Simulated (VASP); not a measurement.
Mn, 2 atoms in the cell. Symmetry: Fd-3m, No. 227, cubic system. The conventional cell has a = 4.883 Å, b = 4.883 Å, c = 4.883 Å, α = 90.00°, β = 90.00°, γ = 90.00°. Mn (site symmetry -43m) has 4 Mn at 2.11 Å within 2.8 Å. 

```yaml
Program: VASP 6.6.1
Task: single point
Functional: PBEsol
Potentials_or_basis: VASP PAW PBE potentials, release 64 (Mn_pv)
Cutoff: 520 eV
k_mesh: 11 × 11 × 11
Occupations: fermi-dirac, width 0.05 eV
Spin: collinear spin, ferromagnetic start
Starting_moments: "[3.0, 3.0] μB"
Dipole_correction: no
Further_INCAR_settings: ALGO = Normal; EDIFF = 1e-06; NBANDS = 24
```

Potentials or basis: VASP PAW PBE potentials, release 64 (Mn_pv).

Command:

```sh
$ cat potpaw_PBE.64/Mn_pv/POTCAR > POTCAR
$ mpirun -np 1 vasp_std > vasp.out
```

Hardware: 1 thread of Intel(R) Xeon(R) Platinum 8488C (Sapphire Rapids) (shared host).

How long does it take, and how much memory?

It took 44 s on 1 thread of Intel(R) Xeon(R) Platinum 8488C (Sapphire Rapids), on a shared host, peak memory 0.2 GiB. Counts: scf iterations 13, k points 56.
